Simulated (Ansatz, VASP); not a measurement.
# GaN: VASP beside Ansatz

```
Ga N
1.0
     3.18000    0.00000    0.00000
    -1.59000    2.75396    0.00000
     0.00000    0.00000    5.16600
Ga N
2 2
Direct
  0.33333 0.66667 0.00000
  0.66667 0.33333 0.50000
  0.33333 0.66667 0.37500
  0.66667 0.33333 0.87500
```

Alike in both runs: task single point; functional r2SCAN; k mesh 12 × 12 × 8; occupations gaussian, width 0.05 eV; no spin polarisation.

|  | VASP | Ansatz |
| --- | --- | --- |
| version | VASP 6.6.1 | Ansatz 0.2.0 |
| potentials or method | VASP PAW PBE potentials, release 64 (Ga_d, N), cutoff 520 eV | scalar-relativistic, plane waves, PAW |
| valence electrons in the cell | 36 | 36 |

Ansatz gave:

```
gap on the k mesh at the Fermi level (eV)                     : 2.38
least direct gap on the mesh (eV)                             : 2.38
pressure (GPa)                                                : 1.1
traceless stress, the component that is largest in VASP (GPa) : 1.36
rms of the force components (eV/Å)                            : 0.082
```

Which values does VASP return?

gap on the k mesh at the Fermi level (eV): 2.38; least direct gap on the mesh (eV): 2.38; pressure (GPa): 2.2; traceless stress, the component that is largest in VASP (GPa): 1.31; rms of the force components (eV/Å): 0.079.

VASP's potentials were made for PBE, not for r2SCAN. Atom by atom the forces differ by 0.003 eV/Å (rms over components). With one functional, cell and mesh, what is left measures potentials, basis and numerics.
